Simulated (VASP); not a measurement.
A run of VASP 6.6.1:

INCAR

```
ALGO = Normal
EDIFF = 1E-6
ENCUT = 520
GGA = PE
ISIF = 2
ISMEAR = -1
IVDW = 12
LASPH = T
LCHARG = F
LREAL = Auto
LWAVE = F
NBANDS = 54
NELM = 60
PREC = Accurate
SIGMA = 0.1896
```

KPOINTS

```
Automatic mesh
0
Gamma
  2 2 2
  0.5 0.5 0.5
```

The input POSCAR:

```
N
1.0
    4.1901886401      4.1901886401     -5.4848298423
   -4.1901886401      4.1901886401      5.4848298423
    4.1901886401     -4.1901886401      5.4848298423
N
16
Direct
    0.8973588836      0.4285303302      0.4485597387
    0.9057528971      1.0337102043      1.0760098512
    0.5346345218      0.9055248915      0.5457402542
    0.6361577554      0.6401951663      1.1306468325
    0.5190232915      0.5109642086      0.5373502521
    0.4045656761      0.9441982558      0.0799270234
   -0.0977576513      1.0219776974      0.5167515174
    0.0492905016      0.4713552163     -0.0142278146
   -0.0091727374      0.0673294462     -0.0074422472
   -0.0041480233      0.4224060939      0.3865642708
    0.7243119011      0.6437066828      0.0484612859
    0.5937497601      0.0651595515      0.5749732337
    0.4714896320      0.5533671877      0.4112059269
    0.5356351928     -0.0229617314      1.0460215256
    0.0579876041      0.0237194189      0.5744791097
   -0.0084568985      0.4790606860      0.8267922860
```

Potentials or basis: VASP PAW PBE potentials, release 64 (N).

Command:

```console
$ cat potpaw_PBE.64/N/POTCAR > POTCAR
$ mpirun -np 1 vasp_std > vasp.out
```

Hardware: 1 thread of Oxide Virtual Turin-like Processor, on a shared host.

Q: Estimate the wall time of this run.

A: Run time: 4.9 min on 1 thread of Oxide Virtual Turin-like Processor (shared host), peak memory 0.44 GiB. Counts: scf iterations 15, k points 4.
